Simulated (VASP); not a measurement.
Set up this calculation in VASP 6.6.1, as the native input.

| Quantity | Value |
| --- | --- |
| Task | single point |
| Functional | PBEsol |
| Potentials or basis | VASP PAW PBE potentials, release 64 (W_sv, S) |
| Cutoff | 520 eV |
| k mesh | 12 × 12 × 2 |
| Occupations | gaussian, width 0.02 eV |
| Spin | no spin polarisation |
| Dipole correction | no |
| Further INCAR settings | ALGO = Normal; EDIFF = 1e-06; NBANDS = 49 |

The structure of WS2 lies in POSCAR:

```
WS2
1.0
    3.1000694126      0.0000000000      0.0000000000
   -1.5500347063      2.6847388648      0.0000000000
    0.0000000000      0.0000000000     19.3273433824
W S
3 6
Direct
    0.6666666667      0.3333333333      0.3326615702
    0.3333333333      0.6666666667      0.6659949035
    0.0000000000      0.0000000000      0.9993282369
    0.3333333333      0.6666666667      0.2508537506
    0.6666666667      0.3333333333      0.0811180125
    0.0000000000      0.0000000000      0.5841870840
    0.3333333333      0.6666666667      0.4144513458
    0.6666666667      0.3333333333      0.9175204173
    0.0000000000      0.0000000000      0.7477846792
```

This cell differs from its parent crystal: biaxial strain in the a-b plane: -1.5 %.

The input as run:

INCAR

```
  PREC = Accurate
  ENCUT = 520
  EDIFF = 1E-6
  ISMEAR = 0
  SIGMA = 0.02
  LREAL = F
  LASPH = T
  NELM = 60
  ALGO = Normal
  ISIF = 2
  LWAVE = F
  LCHARG = F
  GGA = PS
  NBANDS = 49
```

KPOINTS

```
Automatic mesh
0
Gamma
  12 12 2
```

Potentials or basis: VASP PAW PBE potentials, release 64 (W_sv, S).

Run with:

```console
$ cat potpaw_PBE.64/W_sv/POTCAR potpaw_PBE.64/S/POTCAR > POTCAR
$ mpirun -np 1 vasp_std > vasp.out
```

Results of the run:

```yaml
Pressure: 3.6 GPa
Largest_force: 0.095 eV/Å
Band_gap_on_the_k_mesh: 1.25 eV
```

Caveat: the cell differs from its parent crystal (biaxial strain in the a-b plane: -1.5 %); the PAW data sets were made with another functional, which shifts forces and pressure a little; spin-orbit coupling is left out, which moves the levels of the heavy elements; this functional lacks dispersion, which binds the layers, so the pressure and a relaxed spacing across them are unreliable.

It took 4.7 min on 1 thread of Intel(R) Xeon(R) Platinum 8259CL CPU @ 2.50GHz (Skylake/Cascade Lake), on a shared host, peak memory 0.39 GiB.
